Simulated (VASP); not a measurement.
Write the native input for VASP 6.6.1 that does the following.

```yaml
Task: single point
Functional: LDA
Potentials_or_basis: VASP PAW LDA potentials, release 64 (Al)
Cutoff: 520 eV
k_mesh: 20 × 20 × 20
Occupations: gaussian, width 0.15 eV
Spin: no spin polarisation
Dipole_correction: no
Further_INCAR_settings: ALGO = Normal; EDIFF = 1e-06; NBANDS = 8
```

The structure of Al lies in POSCAR:

```
Al
1.0
    0.0000000000      1.9733805000      2.0745795000
    1.9733805000      0.0000000000      2.0745795000
    1.9733805000      1.9733805000      0.0000000000
Al
1
Direct
    0.0000000000      0.0000000000      0.0000000000
```

This cell differs from its parent crystal: strain -0.025 along x and y, +0.025 along z.

One way to write it, as run:

INCAR

```
SYSTEM = Al
PREC = Accurate
ENCUT = 520
EDIFF = 1E-6
ISMEAR = 0
SIGMA = 0.15
LREAL = .FALSE.
LASPH = .TRUE.
NELM = 60
ALGO = Normal
ISIF = 2
LWAVE = .FALSE.
LCHARG = .FALSE.
GGA = CA
NBANDS = 8
```

KPOINTS

```
regular mesh
0
G
  20 20 20
  0 0 0
```

Potentials or basis: VASP PAW LDA potentials, release 64 (Al).

Command:

```console
$ cat potpaw_LDA.64/Al/POTCAR > POTCAR
$ mpirun -np 1 vasp_std > vasp.out
```

Results of the run:

The pressure is -1.6 GPa and the band gap on the k mesh is zero (an odd number of electrons rules out a gap without spin polarisation).

Caveat: the cell differs from its parent crystal (strain -0.025 along x and y, +0.025 along z).

Wall time 41 s on 1 thread of Intel Xeon 8259CL (shared host), peak memory 0.18 GiB.
